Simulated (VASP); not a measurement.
Wanted: the native input for a VASP 6.6.1 run.

```
Task                   : single point
Functional             : r2SCAN
Potentials or basis    : VASP PAW PBE potentials, release 64 (Ti_sv, Si)
Cutoff                 : 550 eV
k mesh                 : 8 × 8 × 8
Occupations            : fermi-dirac, width 0.1 eV
Spin                   : no spin polarisation
Dipole correction      : no
Further INCAR settings : ALGO = Normal; EDIFF = 1e-06; NBANDS = 29
```

The system is TiSi2.

```
Ti Si
1.0
     0.00000    4.03955    4.16533
     2.34364    0.00000    4.16533
     2.34364    4.03955    0.00000
Ti Si
2 4
Direct
  0.75000 0.75000 0.75000
  0.50000 0.50000 0.50000
  0.08683 0.41317 0.08683
  0.41317 0.08683 0.41317
  0.16317 0.83683 0.16317
  0.83683 0.16317 0.83683
```

One way to write it, as run:

POSCAR

```
TiSi2
1.0
    0.0000000000      4.0395524100      4.1653268100
    2.3436397300      0.0000000000      4.1653268100
    2.3436397300      4.0395524100      0.0000000000
Ti Si
2 4
Direct
    0.7500000000      0.7500000000      0.7500000000
    0.5000000000      0.5000000000      0.5000000000
    0.0868287700      0.4131712300      0.0868287700
    0.4131712300      0.0868287700      0.4131712300
    0.1631712300      0.8368287700      0.1631712300
    0.8368287700      0.1631712300      0.8368287700
```

INCAR.step1

```
PREC = Accurate ; ENCUT = 550
ISMEAR = -1 ; SIGMA = 0.1
LREAL = False ; LASPH = True
NELM = 120 ; NBANDS = 29
GGA = PE ; ALGO = Normal
EDIFF = 1E-5 ; LWAVE = True
LCHARG = False ; GGA_COMPAT = False
```

INCAR.step2

```
PREC = Accurate ; ENCUT = 550
EDIFF = 1E-6 ; ISMEAR = -1
SIGMA = 0.1 ; LREAL = False
LASPH = True ; NELM = 120
ALGO = Normal ; ISIF = 2
LWAVE = False ; LCHARG = False
METAGGA = R2SCAN ; LMIXTAU = True
NBANDS = 29 ; ISTART = 1
GGA_COMPAT = False
```

KPOINTS

```
Automatic mesh
0
Gamma
  8 8 8
```

Potentials or basis: VASP PAW PBE potentials, release 64 (Ti_sv, Si).

Run with:

```bash
$ cat potpaw_PBE.64/Ti_sv/POTCAR potpaw_PBE.64/Si/POTCAR > POTCAR
$ cp INCAR.step1 INCAR
$ mpirun -np 1 vasp_std > vasp.out
$ cp INCAR.step2 INCAR
$ mpirun -np 1 vasp_std > vasp.out
```

Results of the run:

- Pressure: 11.0 GPa
- Largest force: 0.004 eV/Å
- Band gap on the k mesh: zero (bands 20 and 21 overlap by 2.20 eV)

Caveat: the cell stands under pressure; the PAW data sets were made with another functional, which shifts forces and pressure a little.

Run time: 27 min on 1 thread of Intel Xeon 8259CL, with other jobs on the host, peak memory 0.41 GiB.
